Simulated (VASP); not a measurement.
Y:

```
Y
1.0
     2.27395    1.31286    3.95874
    -2.27395    1.31286    3.95874
     0.00000   -2.62573    3.95874
Y
2
Direct
  0.23364 0.23364 0.23364
  0.76636 0.76636 0.76636
```

```yaml
Program: VASP 6.6.1
Task: relaxation of cell and atoms
Functional: PBE
Potentials_or_basis: VASP PAW PBE potentials, release 64 (Y_sv)
Cutoff: 600 eV
k_mesh: 6 × 6 × 6
Occupations: gaussian, width 0.1 eV
Spin: no spin polarisation
```

At the start: pressure -0.5 GPa; volume 35.46 Å³/atom.

Question: Where does the relaxation end?

Answer: Over 41 steps the energy falls by 926.1 meV/atom and the volume is 32.26 Å³/atom (-9.0 %); space group R-3m (No. 166, to 0.1 Å) before, Fm-3m (No. 225, to 0.1 Å).

Step by step:
| step | energy change (eV) | largest force (eV/Å) | pressure (GPa) | volume (Å³) |
| --- | --- | --- | --- | --- |
| 1 | 0.0000 | 1.6073 | -0.47 | 70.91 |
| 3 | -0.3410 | 0.0912 | 0.21 | 68.11 |
| 5 | -0.3423 | 0.0049 | 0.17 | 68.23 |
| 7 | -0.3532 | 0.1140 | -0.46 | 69.88 |
| 9 | -0.4389 | 0.6869 | -2.56 | 76.95 |
| 11 | -0.6006 | 0.2769 | -6.46 | 99.19 |
| 13 | -0.6358 | 1.1145 | -5.53 | 90.10 |
| 15 | -0.6360 | 1.1109 | -5.55 | 90.15 |
| 17 | -0.6369 | 1.0955 | -5.56 | 90.36 |
| 19 | -0.6392 | 1.0320 | -5.71 | 91.18 |
| 21 | -0.6396 | 0.9904 | -5.80 | 91.69 |
| 23 | -0.6463 | 0.9899 | -5.80 | 91.59 |
| 25 | -0.6762 | 0.9885 | -5.77 | 91.11 |
| 27 | -0.7940 | 0.9797 | -5.64 | 89.22 |
| 29 | -1.2213 | 0.9177 | -4.80 | 81.73 |
| 31 | -0.8095 | 0.8051 | 12.96 | 53.48 |
| 33 | -1.6600 | 0.7196 | 0.05 | 67.24 |
| 35 | -1.7160 | 0.6139 | -0.43 | 67.18 |
| 37 | -1.8399 | 0.0669 | -1.21 | 66.83 |
| 39 | -1.8484 | 0.1264 | -0.13 | 64.80 |
| 41 | -1.8523 | 0.0005 | 0.01 | 64.52 |

Final structure:
```
Y
1.0
     1.79061    1.03381    5.80915
    -1.79061    1.03381    5.80915
     0.00000   -2.06762    5.80915
Y
2
Direct
  0.25001 0.25001 0.25001
  0.74999 0.74999 0.74999
```

Caveat: a cell axis changed by over 15 % at a fixed basis, so the end point is rough.
